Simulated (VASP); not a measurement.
A run of VASP 6.6.1 is set up as follows.

File POSCAR:

```
Te
1.0
    0.0000000000      2.4339108928      2.4339108928
    2.4339108928      0.0000000000      2.4339108928
    2.4339108928      2.4339108928      0.0000000000
Te
1
Direct
    0.0000000000      0.0000000000      0.0000000000
```

The input INCAR.step1:

```
SYSTEM = Te
PREC = Accurate ; ENCUT = 600
ISMEAR = -1 ; SIGMA = 0.1
LREAL = .False. ; LASPH = .True.
NELM = 80 ; GGA = PE
ALGO = Normal ; EDIFF = 1E-4
LWAVE = .True. ; LCHARG = .False.
```

File INCAR.step2:

```
SYSTEM = Te
PREC = Accurate ; ENCUT = 600
EDIFF = 1E-6 ; ISMEAR = -1
SIGMA = 0.1 ; LREAL = .False.
LASPH = .True. ; NELM = 80
ALGO = Normal ; ISIF = 3
LWAVE = .False. ; LCHARG = .False.
METAGGA = R2SCAN ; LMIXTAU = .True.
IBRION = 2 ; NSW = 80
EDIFFG = -0.01 ; ISTART = 1
```

KPOINTS

```
Automatic mesh
0
Gamma
  11 11 11
  0 0 0
```

Potentials or basis: VASP PAW PBE potentials, release 64 (Te).

Launch:

```console
$ cat potpaw_PBE.64/Te/POTCAR > POTCAR
$ cp INCAR.step1 INCAR
$ mpirun -np 1 vasp_std > vasp.out
$ cp INCAR.step2 INCAR
$ mpirun -np 1 vasp_std > vasp.out
```

**Question.** Estimate the relaxed volume.

**Answer.** 28.37 Å³/atom.

**Question.** Estimate the space group after relaxing (to 0.05 Å).

**Answer.** Fm-3m (No. 225).

**Question.** What does it give for the relaxed cell?

**Answer.** a = 3.423 Å, b = 3.423 Å, c = 3.423 Å, α = 60.00°, β = 60.00°, γ = 60.00°.

Final structure:
```
Te
1.0
     0.00000    2.42062    2.42062
     2.42062    0.00000    2.42062
     2.42062    2.42062    0.00000
Te
1
Direct
  0.00000 0.00000 0.00000
```

Caveat: the PAW data sets were made with another functional, which shifts forces and pressure a little.
